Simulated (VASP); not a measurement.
Here is a VASP 6.6.1 calculation.

The input POSCAR:

```
AlGaN2
1.0
    3.1408770487      0.0000000000      0.0000000000
    0.0000000000      3.1408770487      0.0000000000
    0.0000000000      0.0000000000      4.4238379400
Al Ga N
1 1 2
Direct
    0.5000000000      0.5000000000      0.5000000000
    0.0000000000      0.0000000000      0.0000000000
    0.5000000000      0.0000000000      0.7450462519
    0.0000000000      0.5000000000      0.2549537481
```

File INCAR.step1:

```
PREC = Accurate
ENCUT = 520
ISMEAR = 0
SIGMA = 0.05
LREAL = False
LASPH = True
NELM = 60
NBANDS = 21
GGA = PE
ALGO = Normal
EDIFF = 1E-4
LWAVE = True
LCHARG = False
```

INCAR.step2

```
PREC = Accurate
ENCUT = 520
EDIFF = 1E-7
ISMEAR = 0
SIGMA = 0.05
LREAL = False
LASPH = True
NELM = 60
ALGO = Normal
ISIF = 2
LWAVE = False
LCHARG = False
METAGGA = R2SCAN
LMIXTAU = True
NBANDS = 21
ISTART = 1
```

Contents of KPOINTS:

```
Automatic mesh
0
Gamma
  8 8 6
```

Potentials or basis: VASP PAW PBE potentials, release 64 (Al, Ga_d, N).

Command:

```console
$ cat potpaw_PBE.64/Al/POTCAR potpaw_PBE.64/Ga_d/POTCAR potpaw_PBE.64/N/POTCAR > POTCAR
$ cp INCAR.step1 INCAR
$ mpirun -np 1 vasp_std > vasp.out
$ cp INCAR.step2 INCAR
$ mpirun -np 1 vasp_std > vasp.out
```

(1) What does it give for the band gap on the k mesh?

(2) Predict the pressure.

(3) What does it give for the largest force?

Results:

(1) 3.39 eV, direct.

(2) 0.1 GPa.

(3) 0.776 eV/Å.

Caveat: the cell differs from its parent crystal (mode 12 (706.6 1/cm) frozen in, largest displacement -0.030 Å); the PAW data sets were made with another functional, which shifts forces and pressure a little.
